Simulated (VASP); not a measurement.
# PtS2 (P-3m1) in VASP: a series of runs, part 2 of 2

VASP 6.6.1. Earlier steps stand in the parts before.

### 3 Single point, PBE (strain +0.050 along x and y, +0.000 along z)

INCAR

```
  ALGO = Normal
  EDIFF = 1E-7
  ENCUT = 520
  GGA = PE
  ISIF = 2
  ISMEAR = 0
  LASPH = T
  LCHARG = T
  LELF = T
  LREAL = F
  LVHAR = T
  LWAVE = F
  NBANDS = 18
  NELM = 60
  PREC = Accurate
  SIGMA = 0.05
```

KPOINTS

```
k-points
0
Gamma
  12 12 8
```

POSCAR

```
PtS2
1.0
    3.7203594496      0.0000000000      0.0000000000
   -1.8601797248      3.2219257945      0.0000000000
    0.0000000000      0.0000000000      5.0388000000
Pt S
1 2
Direct
    0.0000000000      0.0000000000      0.0000000000
    0.3333333333      0.6666666667      0.2500000000
    0.6666666667      0.3333333333      0.7500000000
```

Potentials or basis: VASP PAW PBE potentials, release 64 (Pt, S).

Started as:

```console
cat potpaw_PBE.64/Pt/POTCAR potpaw_PBE.64/S/POTCAR > POTCAR
mpirun -np 1 vasp_std > vasp.out
```

OUTCAR:

```text
EDIFF = 1E-7
   ENCUT = 520
   GGA = PE
   ISIF = 2
   ISMEAR = 0
   LASPH = T
   LREAL = F
   NELM = 60
   PREC = Accurate

 ion  position               nearest neighbor table
   1  0.000  0.000  0.000-   2 2.49   3 2.49   2 2.49   3 2.49   3 2.49   2 2.49
   2  0.333  0.667  0.250-   1 2.49   1 2.49   1 2.49
   3  0.667  0.333  0.750-   1 2.49   1 2.49   1 2.49

  LATTYP: Found a hexagonal cell.
 ALAT       =     3.7203594496
 C/A-ratio  =     1.3543852599

  Lattice vectors:
[... 195 lines left out ...]
      6       2.2508      2.00000
[... 481 lines left out ...]
      5       0.2368      2.00000
      6       1.6341      2.00000
[... 10 lines left out ...]
     17      14.4906      0.00000
     18      14.8744      0.00000

 [... further k-points ...]
[... 5 lines left out ...]
  --------------------------------------------------------------------------------------
  -------------------------------------------------------------------------------------
  Total       -4.4650143     -4.4650143     -2.5616280      0.0000000     -0.0000000      0.0000000
  in kB     -118.4420391   -118.4420391    -67.9515071      0.0000000     -0.0000000      0.0000000
  external PRESSURE =    -101.6118618 kB  Pullay stress =       0.0000000 kB

 VOLUME and BASIS-vectors are now :
 -----------------------------------------------------------------------------
  energy-cutoff  :      520.00
  volume of cell :       60.40
      direct lattice vectors                 reciprocal lattice vectors
     3.720359450  0.000000000  0.000000000     0.268791232  0.155186690  0.000000000
    -1.860179725  3.221925795  0.000000000     0.000000000  0.310373380  0.000000000
     0.000000000  0.000000000  5.038800000     0.000000000  0.000000000  0.198459951

 POSITION                                       TOTAL-FORCE (eV/Angst)
 -----------------------------------------------------------------------------------
      0.00000      0.00000      0.00000         0.000000      0.000000      0.000000
     -0.00000      2.14795      1.25970        -0.000000     -0.000000     -1.171413
      1.86018      1.07398      3.77910         0.000000      0.000000      1.171413
 -----------------------------------------------------------------------------------
    total drift:                               -0.000000     -0.000000     -0.000000

  FREE ENERGIE OF THE ION-ELECTRON SYSTEM (eV)
  ---------------------------------------------------
  free  energy   TOTEN  =       -15.1824547627 eV

  energy  without entropy=      -15.1824546338  energy(sigma->0) =      -15.18245470
```

Run time: 2.3 min. Hardware: 1 thread of AMD EPYC 9R45 (Zen 5), shared host; peak memory 0.24 GiB.

Results:

- Free energy: -15.1825 eV
- Pressure: -10.2 GPa
- Largest force: 1.171 eV/Å
- Band gap on the k mesh: 0.26 eV, indirect (least direct gap 0.62 eV)

Forces in eV/Å, atoms in the order of the input:
```
Pt   0.000  0.000  0.000
S    0.000  0.000 -1.171
S    0.000  0.000  1.171
```

Caveat: the cell differs from its parent crystal (strain +0.050 along x and y, +0.000 along z); spin-orbit coupling is left out, which moves the levels of the heavy elements; forces of over 1 eV/Å act on the atoms, so gaps and moduli don't describe the material at rest. A k mesh can miss the band edges.

### 4 Single point, PBE (strain +0.025 along x and y, +0.050 along z)

INCAR

```
PREC = Accurate
ENCUT = 520
EDIFF = 1E-6
ISMEAR = 0
SIGMA = 0.05
LREAL = F
LASPH = T
NELM = 60
ALGO = Normal
ISIF = 2
LWAVE = F
LCHARG = F
GGA = PE
NBANDS = 18
```

KPOINTS

```
regular mesh
0
Gamma
  12 12 8
```

POSCAR

```
PtS2
1.0
    3.6317794627      0.0000000000      0.0000000000
   -1.8158897313      3.1452132756      0.0000000000
    0.0000000000      0.0000000000      5.2907400000
Pt S
1 2
Direct
    0.0000000000      0.0000000000      0.0000000000
    0.3333333333      0.6666666667      0.2500000000
    0.6666666667      0.3333333333      0.7500000000
```

Started as:

```console
cat potpaw_PBE.64/Pt/POTCAR potpaw_PBE.64/S/POTCAR > POTCAR
mpirun -np 1 vasp_std > vasp.out
```

Run time: 2.1 min. Hardware: 1 thread of AMD EPYC 9R45 (Zen 5), shared host; peak memory 0.24 GiB.

It converged, with:

```yaml
Free_energy: -15.2247 eV
Pressure: -8.6 GPa
Largest_force: 1.422 eV/Å
Band_gap_on_the_k_mesh: 0.52 eV, indirect (least direct gap 0.78 eV)
```

Forces in eV/Å, atoms in the order of the input:
```
Pt   0.000  0.000  0.000
S    0.000  0.000 -1.422
S    0.000  0.000  1.422
```

Stress tensor (GPa, compression positive):
```
-8.47  0.00  0.00
 0.00 -8.47  0.00
 0.00  0.00 -8.72
```

Levels at points of the mesh, in eV from the valence-band top:
```csv
k point,band 9,band 10,band 11,band 12,band 13,band 14
"(0.00, 0.00, 0.00)",-0.89,-0.89,0.00,1.68,1.68,4.65
"(0.50, 0.00, 0.00)",-2.65,-2.58,-2.19,1.24,2.13,5.10
"(0.00, 0.00, 0.50)",-1.31,-1.14,-1.14,2.17,2.17,5.67
"(0.50, 0.00, 0.50)",-2.29,-2.22,-1.36,1.36,1.84,4.63
```

Caveat: the cell differs from its parent crystal (strain +0.025 along x and y, +0.050 along z); spin-orbit coupling is left out, which moves the levels of the heavy elements; forces of over 1 eV/Å act on the atoms, so gaps and moduli don't describe the material at rest. A k mesh can miss the band edges.

### 5 Single point, PBE (strain +0.050 along x and y, +0.025 along z)

INCAR

```
PREC = Accurate ; ENCUT = 520
EDIFF = 1E-6 ; ISMEAR = 0
SIGMA = 0.05 ; LREAL = F
LASPH = T ; NELM = 80
ALGO = Normal ; ISIF = 2
LWAVE = F ; LCHARG = F
GGA = PE ; NBANDS = 18
```

KPOINTS is that of step 4.

POSCAR

```
PtS2
1.0
    3.7203594496      0.0000000000      0.0000000000
   -1.8601797248      3.2219257945      0.0000000000
    0.0000000000      0.0000000000      5.1647700000
Pt S
1 2
Direct
    0.0000000000      0.0000000000      0.0000000000
    0.3333333333      0.6666666667      0.2500000000
    0.6666666667      0.3333333333      0.7500000000
```

Started as:

```console
cat potpaw_PBE.64/Pt/POTCAR potpaw_PBE.64/S/POTCAR > POTCAR
mpirun -np 1 vasp_std > vasp.out
```

Run time: 1.8 min. Hardware: 1 thread of AMD EPYC 9R45 (Zen 5), shared host; peak memory 0.24 GiB.

The run converged. Its results:

| Item | Value |
| --- | --- |
| Free energy | -15.1093 eV |
| Pressure | -11.5 GPa |
| Largest force | 1.440 eV/Å |
| Band gap on the k mesh | 0.35 eV, indirect (least direct gap 0.65 eV) |

Forces in eV/Å, atoms in the order of the input:
```
Pt   0.000  0.000  0.000
S    0.000  0.000 -1.440
S    0.000  0.000  1.440
```

Stress tensor (GPa, compression positive):
```
-12.84   0.00   0.00
  0.00 -12.84   0.00
  0.00   0.00  -8.85
```

Levels at points of the mesh, in eV from the valence-band top:
```csv
k point,band 9,band 10,band 11,band 12,band 13,band 14
"(0.00, 0.00, 0.00)",-1.08,-1.08,0.00,1.42,1.42,4.23
"(0.50, 0.00, 0.00)",-2.71,-2.69,-2.35,0.96,1.94,4.89
"(0.00, 0.00, 0.50)",-1.39,-1.38,-1.38,1.96,1.96,5.49
"(0.50, 0.00, 0.50)",-2.46,-2.40,-1.31,1.12,1.47,4.55
```

Caveat: the cell differs from its parent crystal (strain +0.050 along x and y, +0.025 along z); spin-orbit coupling is left out, which moves the levels of the heavy elements; forces of over 1 eV/Å act on the atoms, so gaps and moduli don't describe the material at rest.

### 6 Summary

```tsv
cell	gap on the mesh (eV)	pressure (GPa)	largest force (eV/Å)
a = 3.632, b = 3.632, c = 5.165 Å, angles 90.0, 90.0, 120.0°, 3 atoms	0.47	-6.9	1.13
a = 3.720, b = 3.720, c = 5.039 Å, angles 90.0, 90.0, 120.0°, 3 atoms	0.26	-10.2	1.17
a = 3.632, b = 3.632, c = 5.291 Å, angles 90.0, 90.0, 120.0°, 3 atoms	0.52	-8.6	1.42
a = 3.720, b = 3.720, c = 5.165 Å, angles 90.0, 90.0, 120.0°, 3 atoms	0.35	-11.5	1.44
```

Alike in all rows: task single point; level PBE; potentials or basis VASP PAW PBE potentials, release 64 (Pt, S); no spin polarisation; k mesh 12 × 12 × 8; cutoff (eV) 520; smearing gaussian 0.05 eV.

Caveats: spin-orbit coupling is left out, which moves the levels of the heavy elements; forces of over 1 eV/Å act on the atoms, so gaps and moduli don't describe the material at rest.

Total energies depend on the potentials used, so only differences within one code and one set of settings carry meaning.
